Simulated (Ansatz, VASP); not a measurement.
# BiSe4: VASP beside Ansatz

The input INCAR:

```
PREC = Accurate
ENCUT = 600
EDIFF = 1E-6
ISMEAR = 0
SIGMA = 0.1
LREAL = F
LASPH = T
NELM = 80
ALGO = Normal
ISIF = 3
LWAVE = F
LCHARG = F
GGA = PE
IBRION = 2
NSW = 90
EDIFFG = -0.04
```

Contents of KPOINTS:

```
regular mesh
0
Gamma
  4 4 4
```

File POSCAR:

```
BiSe4
1.0
    0.0000000000      5.2303155800      5.2303155800
    5.2303155800      0.0000000000      5.2303155800
    5.2303155800      5.2303155800      0.0000000000
Bi Se
2 8
Direct
    0.0000000000      0.0000000000      0.0000000000
    0.2500000000      0.2500000000      0.2500000000
    0.8570681600      0.8570681600      0.8570681600
    0.8570681600      0.8570681600      0.4287955200
    0.8570681600      0.4287955200      0.8570681600
    0.4287955200      0.8570681600      0.8570681600
    0.3929318400      0.3929318400      0.8212044800
    0.3929318400      0.3929318400      0.3929318400
    0.3929318400      0.8212044800      0.3929318400
    0.8212044800      0.3929318400      0.3929318400
```

Input for Ansatz:

```yaml
crystal:
  lattice:
    - [0.0, 5.23031558, 5.23031558]
    - [5.23031558, 0.0, 5.23031558]
    - [5.23031558, 5.23031558, 0.0]
  atoms:
    - { symbol: Bi, position: [0.0, 0.0, 0.0] }
    - { symbol: Bi, position: [0.25, 0.25, 0.25] }
    - { symbol: Se, position: [0.85706816, 0.85706816, 0.85706816] }
    - { symbol: Se, position: [0.85706816, 0.85706816, 0.42879552] }
    - { symbol: Se, position: [0.85706816, 0.42879552, 0.85706816] }
    - { symbol: Se, position: [0.42879552, 0.85706816, 0.85706816] }
    - { symbol: Se, position: [0.39293184, 0.39293184, 0.82120448] }
    - { symbol: Se, position: [0.39293184, 0.39293184, 0.39293184] }
    - { symbol: Se, position: [0.39293184, 0.82120448, 0.39293184] }
    - { symbol: Se, position: [0.82120448, 0.39293184, 0.39293184] }
basis:
  ecutwfc: 420
kpoints:
  mp_grid: { grid: [4, 4, 4] }
hamiltonian:
  xc: pbe
scf:
  occupations: { method: gaussian, width: 0.1 }
  lower_state_search: "off"
output:
  forces: true
  stress: true
  eigenvalues: true
relax:
  adjacent_minimum: "off"
  f_tol: 0.04
  max_steps: 70
  cell: { stress_tol: 0.4 }
```

Alike in both runs: task relaxation of cell and atoms; functional PBE; k mesh 4 × 4 × 4; occupations gaussian, width 0.1 eV; no spin polarisation.

|  | VASP | Ansatz |
| --- | --- | --- |
| version | VASP 6.6.1 | Ansatz 0.2.0 |
| potentials or method | VASP PAW PBE potentials, release 64 (Bi_d, Se), cutoff 600 eV | scalar-relativistic, plane waves, PAW |
| valence electrons in the cell | 78 | 158 |

|  | VASP | Ansatz | Ansatz less VASP |
| --- | --- | --- | --- |
| gap on the k mesh at the Fermi level, each at its own relaxed structure (eV) | none | none | - |
| relaxed volume (Å³/atom) | 28.45 | 28.53 | +0.081 |
| relaxed length of the cell vector where the two differ most in proportion (Å) | 7.382 | 7.389 | +0.0070 |

A gap of «none» marks a metal or a gap that the smearing closes. VASP's potentials hold 78 valence electrons a cell and Ansatz's 158, so a difference there can come from the potentials and not from the codes.

Spin-orbit coupling is off throughout.
